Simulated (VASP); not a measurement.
# CsPbCl3 in VASP: further runs

CsPbCl3 is run at these levels: PBE; tasks: relaxation of cell and atoms, single point.

Program: VASP 6.6.1. These are calculated values, not measurements. Logs are shortened: lines on timing, memory, paths and dates and some standing lists are left out, and cuts for length are marked.

## Step 1: The cell of the first run

It takes space group Pm-3m (No. 221, cubic). Conventional cell: a = 5.680 Å, b = 5.680 Å, c = 5.680 Å, α = 90.00°, β = 90.00°, γ = 90.00°. Cs (site symmetry m-3m) has 12 Cl at 4.02 Å and 8 Pb at 4.92 Å within 5.3 Å. Pb (site symmetry m-3m) has 6 Cl at 2.84 Å within 3.7 Å. Cl (site symmetry 4/mmm) has 2 Pb at 2.84 Å within 3.7 Å.

## Step 2: Relaxation of cell and atoms, PBE

File INCAR:

```
SYSTEM = CsPbCl3
  ALGO = Normal
  EDIFF = 1E-6
  EDIFFG = -0.01
  ENCUT = 600
  GGA = PE
  IBRION = 2
  ISIF = 3
  ISMEAR = 0
  LASPH = .True.
  LCHARG = .False.
  LREAL = .False.
  LWAVE = .False.
  NELM = 60
  NSW = 100
  PREC = Accurate
  SIGMA = 0.02
```

File KPOINTS:

```
k-points
0
Gamma
  6 6 6
  0 0 0
```

File POSCAR:

```
CsPbCl3
1.0
    5.6798447700      0.0000000000      0.0000000000
    0.0000000000      5.6798447700      0.0000000000
    0.0000000000      0.0000000000      5.6798447700
Cs Pb Cl
1 1 3
Direct
    0.0000000000      0.0000000000      0.0000000000
    0.5000000000      0.5000000000      0.5000000000
    0.0000000000      0.5000000000      0.5000000000
    0.5000000000      0.0000000000      0.5000000000
    0.5000000000      0.5000000000      0.0000000000
```

Potentials or basis: VASP PAW PBE potentials, release 64 (Cs_sv, Pb_d, Cl).

Command:

```
$ cat potpaw_PBE.64/Cs_sv/POTCAR potpaw_PBE.64/Pb_d/POTCAR potpaw_PBE.64/Cl/POTCAR > POTCAR
$ mpirun -np 1 vasp_std > vasp.out
```

OUTCAR:

```text
SYSTEM = CsPbCl3
   EDIFF = 1E-6
   EDIFFG = -0.01
   ENCUT = 600
   GGA = PE
   IBRION = 2
   ISIF = 3
   ISMEAR = 0
   LASPH = .True.
   LREAL = .False.
   NELM = 60
   NSW = 100
   PREC = Accurate

 ion  position               nearest neighbor table
   1  0.000  0.000  0.000-
   2  0.500  0.500  0.500-   3 2.84   4 2.84   5 2.84   5 2.84   4 2.84   3 2.84
   3  0.000  0.500  0.500-   2 2.84   2 2.84
   4  0.500  0.000  0.500-   2 2.84   2 2.84
   5  0.500  0.500  0.000-   2 2.84   2 2.84

  LATTYP: Found a simple cubic cell.
 ALAT       =     5.6798447700

  Lattice vectors:

 A1 = (   5.6798447700,   0.0000000000,   0.0000000000)
 A2 = (   0.0000000000,   5.6798447700,   0.0000000000)
 A3 = (   0.0000000000,   0.0000000000,   5.6798447700)

Analysis of symmetry for initial positions (statically):
=====================================================================
 Subroutine PRICEL returns:
 Original cell was already a primitive cell.

 Routine SETGRP: Setting up the symmetry group for a
 simple cubic supercell.

 Subroutine GETGRP returns: Found 48 space group operations
 (whereof 48 operations were pure point group operations)
 out of a pool of 48 trial point group operations.

The static configuration has the point symmetry O_h .

Analysis of symmetry for dynamics (positions and initial velocities):
=====================================================================
 Subroutine PRICEL returns:
 Original cell was already a primitive cell.

 Routine SETGRP: Setting up the symmetry group for a
 simple cubic supercell.

 Subroutine GETGRP returns: Found 48 space group operations
 (whereof 48 operations were pure point group operations)
 out of a pool of 48 trial point group operations.

The dynamic configuration has the point symmetry O_h .

 Subroutine INISYM returns: Found 48 space group operations
 (whereof 48 operations are pure point group operations),
 and found     1 'primitive' translations

----------------------------------------------------------------------------------------

                                     Primitive cell

  volume of cell :     183.2354

  direct lattice vectors                    reciprocal lattice vectors
[... 74 lines left out ...]
   dimension x,y,z NGXF=    96 NGYF=   96 NGZF=   96
   ions per type =               1   1   3
   NGX,Y,Z   is equivalent  to a cutoff of  14.05, 14.05, 14.05 a.u.
   NGXF,Y,Z  is equivalent  to a cutoff of  28.10, 28.10, 28.10 a.u.
 SYSTEM =  CsPbCl3
   PREC   = accura    normal or accurate (medium, high low for compatibility)
   ISTART =      0    job   : 0-new  1-cont  2-samecut
   ICHARG =      2    charge: 1-file 2-atom 10-const
   ISPIN  =      1    spin polarized calculation?
   LNONCOLLINEAR =      F non collinear calculations
   LSORBIT =      F    spin-orbit coupling
   LASPH  =      T    aspherical Exc in radial PAW
   ENCUT  =  600.0 eV  44.10 Ry    6.64 a.u.  11.34 11.34 11.34*2*pi/ulx,y,z
   NELM   =     60;   NELMIN=  2; NELMDL= -5     # of ELM steps
   EDIFF  = 0.1E-05   stopping-criterion for ELM
   LREAL  =      F    real-space projection
   EDIFFG = -.1E-01   stopping-criterion for IOM
   NSW    =    100    number of steps for IOM
   IBRION =      2    ionic relax: 0-MD 1-quasi-New 2-CG
   NFREE  =      1    steps in history (QN), initial steepest desc. (CG)
   ISIF   =      3    stress and relaxation
   ISYM   =      2    0-nonsym 1-usesym 2-fastsym
   POTIM  = 0.5000    time-step for ionic-motion
   TEBEG  =    0.0;   TEEND  =   0.0 temperature during run
   PSTRESS=    0.0 pullay stress
   NELECT =      44.0000    total number of electrons
   NUPDOWN=      -1.0000    fix difference up-down
   EMIN   =  10.00;   EMAX   =-10.00  energy-range for DOS
   EFERMI =   0.00;   METHOD = LEGACY
   ISMEAR =     0;   SIGMA  =   0.02  broadening in eV -4-tet -1-fermi 0-gaus
   EFERMI_NEDOS =   21; number of points for ismear=-14 and -15
   IALGO  =     38    algorithm
   IMIX   =      4    mixing-type and parameters
     AMIX     =   0.40;   BMIX     =  1.00
     AMIX_MAG =   1.60;   BMIX_MAG =  1.00
  volume/ion in A,a.u.               =      36.65       247.31
  Fermi-wavevector in a.u.,A,eV,Ry     =   1.017550  1.922891 14.087592  1.035409
  Thomas-Fermi vector in A             =   2.150958
   LORBIT       =      0    0 simple, 1 ext, 2 COOP (PROOUT), +10 PAW based schemes
   GGA     = PE    functional components
   LHFCALC =     F    Hartree Fock is set to
   AEXX    =    0.0000 exact exchange contribution
   IVDW    =     0    specifies the selected vdW correction
   LEPSILON=     F    determine dielectric tensor
   LRPA    =     F    only Hartree local field effects (RPA)
 conjugate gradient relaxation of ions
 non-spin polarized calculation
 Gauss-broadening in eV      SIGMA  =   0.02
  energy-cutoff  :      600.00
  volume of cell :      183.24
 maximum number of plane-waves:      6152
 NGX is ok and might be reduce to    48
   NGX = 23   NGY = 23   NGZ = 23

--------------------------------------- Ionic step        1  -------------------------------------------

 number of electron      44.0000001 magnetization

 Free energy of the ion-electron system (eV)
  ---------------------------------------------------
  ext. energy  EPLUGINS =         0.00000000
  ---------------------------------------------------
  free energy    TOTEN  =       -17.55465367 eV

  energy without entropy =      -17.55465367  energy(sigma->0) =      -17.55465367

------------------------ aborting loop because EDIFF is reached ----------------------------------------

  FORCE on cell =-STRESS in cart. coord.  units (eV):
  Direction    XX          YY          ZZ          XY          YZ          ZX
  --------------------------------------------------------------------------------------
  -------------------------------------------------------------------------------------
  Total        0.7739764      0.7739764      0.7739764     -0.0000000      0.0000000     -0.0000000
  in kB        6.7675101      6.7675101      6.7675101     -0.0000000      0.0000000     -0.0000000
  external PRESSURE =       6.7675101 kB  Pullay stress =       0.0000000 kB
[... 65 lines left out ...]
--------------------------------------- Ionic step        3  -------------------------------------------

 number of electron      44.0000012 magnetization

 Free energy of the ion-electron system (eV)
  ---------------------------------------------------
  ext. energy  EPLUGINS =         0.00000000
  ---------------------------------------------------
  free energy    TOTEN  =       -17.56565441 eV

  energy without entropy =      -17.56565441  energy(sigma->0) =      -17.56565441

 E-fermi :   1.0877     XC(G=0):  -7.5339

 val. band max:        0.9700807440   @ k =   0.5000   0.5000   0.5000
 cond. band min:       3.1832040154   @ k =   0.5000   0.5000   0.5000
 fundamental gap:      2.2131232714
 Fermi energy:         1.0877008449

 k-point     1 :       0.0000    0.0000    0.0000
  band No.  band energies     occupation
      1     -20.0672      2.00000
      2     -15.5399      2.00000
      3     -15.5399      2.00000
      4     -15.3805      2.00000
      5     -15.3805      2.00000
      6     -15.3805      2.00000
[... 601 lines left out ...]
  FREE ENERGIE OF THE ION-ELECTRON SYSTEM (eV)
  ---------------------------------------------------
  free  energy   TOTEN  =       -17.5656544141 eV

  energy  without entropy=      -17.5656544141  energy(sigma->0) =      -17.56565441

 reached required accuracy - stopping structural energy minimisation
```

OSZICAR:

```text
N       E                     dE             d eps       ncg     rms          rms(c)
DAV:   1     0.443013936392E+03    0.44301E+03   -0.20807E+04  1040   0.171E+03
DAV:   2     0.416529592040E+02   -0.40136E+03   -0.39105E+03  1264   0.362E+02
DAV:   3    -0.158684089392E+02   -0.57521E+02   -0.56086E+02  1250   0.145E+02
DAV:   4    -0.184094644433E+02   -0.25411E+01   -0.25333E+01  1374   0.364E+01
[... 22 lines left out ...]
DAV:   3    -0.175657329457E+02    0.15177E-02   -0.57511E-03  1352   0.753E-01    0.907E-02
DAV:   4    -0.175656713711E+02    0.61575E-04   -0.24144E-04  1558   0.140E-01    0.345E-02
DAV:   5    -0.175656586494E+02    0.12722E-04   -0.35001E-05  1450   0.475E-02    0.128E-02
DAV:   6    -0.175656549283E+02    0.37212E-05   -0.23137E-06   960   0.153E-02    0.250E-03
DAV:   7    -0.175656544141E+02    0.51413E-06   -0.40464E-07   718   0.790E-03
   3 F= -.17565654E+02 E0= -.17565654E+02  d E =-.110007E-01
```

CONTCAR:

```text
CsPbCl3
   1.00000000000000
     5.7331349100251847   -0.0000000000000000   -0.0000000000000000
    -0.0000000000000000    5.7331349100251847    0.0000000000000000
    -0.0000000000000000    0.0000000000000000    5.7331349100251847
  Cs              Pb              Cl
     1     1     3
Direct
     0.0000000000000000    0.0000000000000000    0.0000000000000000
     0.5000000000000000    0.5000000000000000    0.5000000000000000
     0.0000000000000000    0.5000000000000000    0.5000000000000000
     0.5000000000000000    0.0000000000000000    0.5000000000000000
     0.5000000000000000    0.5000000000000000    0.0000000000000000

  0.00000000E+00  0.00000000E+00  0.00000000E+00
  0.00000000E+00  0.00000000E+00  0.00000000E+00
  0.00000000E+00  0.00000000E+00  0.00000000E+00
  0.00000000E+00  0.00000000E+00  0.00000000E+00
  0.00000000E+00  0.00000000E+00  0.00000000E+00
```

Run time: 4.1 min. Hardware: 1 thread of Intel Xeon Platinum 8259CL at 2.50GHz (Skylake/Cascade Lake), shared host; peak memory 0.41 GiB.

What came out:

```yaml
Free_energy: -17.5657 eV
Relaxed_volume: 37.69 Å³/atom
Relaxed_cell: a = 5.733 Å, b = 5.733 Å, c = 5.733 Å, α = 90.00°, β = 90.00°, γ = 90.00°
Space_group_after_relaxing_to_0.1_Å: Pm-3m (No. 221)
Energy_gained_by_relaxing: 2.2 meV/atom
Ionic_steps: 3
Pressure_after_relaxing: 0.0 GPa
Band_gap_on_the_k_mesh: 2.21 eV
```

Step by step:
```tsv
step	energy change (eV)	largest force (eV/Å)	pressure (GPa)	volume (Å³)
1	0.0000	0.0000	0.68	183.24
2	-0.0105	0.0000	0.14	187.37
3	-0.0110	0.0000	0.01	188.44
```

Final structure:
```
Cs Pb Cl
1.0
     5.73313    0.00000    0.00000
     0.00000    5.73313    0.00000
     0.00000    0.00000    5.73313
Cs Pb Cl
1 1 3
Direct
  0.00000 0.00000 0.00000
  0.50000 0.50000 0.50000
  0.00000 0.50000 0.50000
  0.50000 0.00000 0.50000
  0.50000 0.50000 0.00000
```

Levels at points of the mesh, in eV from the valence-band top:
```
           k point  band 18  band 19  band 20  band 21  band 22  band 23  band 24  band 25  band 26
(0.00, 0.00, 0.00)    -2.13    -2.13    -2.05    -2.05    -2.05     3.67     4.74     4.74     5.63
(0.50, 0.00, 0.00)    -2.22    -2.22    -2.13    -2.13    -1.44     3.15     4.98     5.40     5.41
(0.50, 0.50, 0.00)    -2.31    -2.29    -2.29    -1.76    -0.70     2.72     2.72     5.04     5.71
(0.50, 0.50, 0.50)    -2.31    -1.75    -1.75    -1.75     0.00     2.21     2.21     2.21     5.43
```

Caveat: spin-orbit coupling is left out, which moves the levels of the heavy elements.

## Step 3: Single point, PBE

This run uses another cell than the first one, of 37.75 Å³/atom.

File INCAR:

```
ALGO = Normal ; EDIFF = 1E-6
ENCUT = 520 ; GGA = PE
ISIF = 2 ; ISMEAR = 0
LASPH = True ; LCHARG = False
LREAL = False ; LWAVE = False
NBANDS = 30 ; NELM = 100
PREC = Accurate ; SIGMA = 0.02
```

File KPOINTS:

```
k-points
0
Gamma
  6 6 6
```

File POSCAR:

```
CsPbCl3
1.0
    4.0556098500      2.3415074387      3.3126551993
   -4.0556098500      2.3415074387      3.3126551993
    0.0000000000     -4.6830148773      3.3126551993
Cs Pb Cl
1 1 3
Direct
    0.5000000000      0.5000000000      0.5000000000
    0.0000000000      0.0000000000      0.0000000000
    0.5000000000      0.0000013748      0.9999986252
    0.0000013748      0.9999986252      0.5000000000
    0.9999986252      0.5000000000      0.0000013748
```

Potentials or basis: VASP PAW PBE potentials, release 64 (Cs_sv, Pb_d, Cl).

Command:

```
$ cat potpaw_PBE.64/Cs_sv/POTCAR potpaw_PBE.64/Pb_d/POTCAR potpaw_PBE.64/Cl/POTCAR > POTCAR
$ mpirun -np 1 vasp_std > vasp.out
```

It took 67 s on 1 thread of Intel Xeon 6975P-C (Granite Rapids), shared host; peak memory 0.42 GiB.

Results (log left out):

- Free energy: -17.5654 eV
- Pressure: -0.1 GPa
- Band gap on the k mesh: 2.22 eV

Levels at points of the mesh, in eV from the valence-band top:
```csv
k point,band 19,band 20,band 21,band 22,band 23,band 24,band 25,band 26
"(0.00, 0.00, 0.00)",-2.11,-2.04,-2.04,-2.04,3.67,4.75,4.75,5.64
"(0.50, 0.00, 0.00)",-2.21,-2.12,-2.12,-1.43,3.15,4.99,5.40,5.40
"(0.50, 0.50, 0.00)",-2.28,-2.28,-1.75,-0.69,2.73,2.73,5.04,5.72
"(0.50, 0.50, 0.50)",-1.74,-1.74,-1.74,0.00,2.22,2.22,2.22,5.44
```

Caveat: spin-orbit coupling is left out, which moves the levels of the heavy elements. A k mesh can miss the band edges.

## Step 4: Single point, PBE

This run uses another cell than the first one, of 37.75 Å³/atom.

File INCAR:

```
SYSTEM = CsPbCl3
ALGO = Normal
EDIFF = 1E-7
ENCUT = 520
GGA = PE
ISIF = 2
ISMEAR = 0
LASPH = .True.
LCHARG = .False.
LREAL = .False.
LWAVE = .False.
NBANDS = 30
NELM = 60
PREC = Accurate
SIGMA = 0.02
```

File KPOINTS:

```
k-points
0
Gamma
  6 6 6
  0 0 0
```

File POSCAR:

```
CsPbCl3
1.0
    4.0556098500      2.3415074387      3.3126551993
   -4.0556098500      2.3415074387      3.3126551993
    0.0000000000     -4.6830148773      3.3126551993
Cs Pb Cl
1 1 3
Direct
    0.5000000000      0.5000000000      0.5000000000
    0.0000000000      0.0000000000      0.0000000000
    0.5000000000      0.0000000000      1.0000000000
    0.0000000000      1.0000000000      0.5000000000
    1.0000000000      0.5000000000      0.0000000000
```

Command:

```
$ cat potpaw_PBE.64/Cs_sv/POTCAR potpaw_PBE.64/Pb_d/POTCAR potpaw_PBE.64/Cl/POTCAR > POTCAR
$ mpirun -np 1 vasp_std > vasp.out
```

Run time: 70 s. Hardware: 1 thread of Intel Xeon 6975P-C (Granite Rapids), shared host; peak memory 0.42 GiB.

Results (log left out):

```yaml
Free_energy: -17.5654 eV
Pressure: -0.1 GPa
Band_gap_on_the_k_mesh: 2.22 eV
```

Levels at points of the mesh, in eV from the valence-band top:
```csv
k point,band 19,band 20,band 21,band 22,band 23,band 24,band 25,band 26
"(0.00, 0.00, 0.00)",-2.12,-2.04,-2.04,-2.04,3.67,4.75,4.75,5.64
"(0.50, 0.00, 0.00)",-2.21,-2.12,-2.12,-1.43,3.15,4.99,5.40,5.40
"(0.50, 0.50, 0.00)",-2.28,-2.28,-1.75,-0.69,2.72,2.73,5.04,5.72
"(0.50, 0.50, 0.50)",-1.74,-1.74,-1.74,0.00,2.22,2.22,2.22,5.44
```

Caveat: spin-orbit coupling is left out, which moves the levels of the heavy elements.
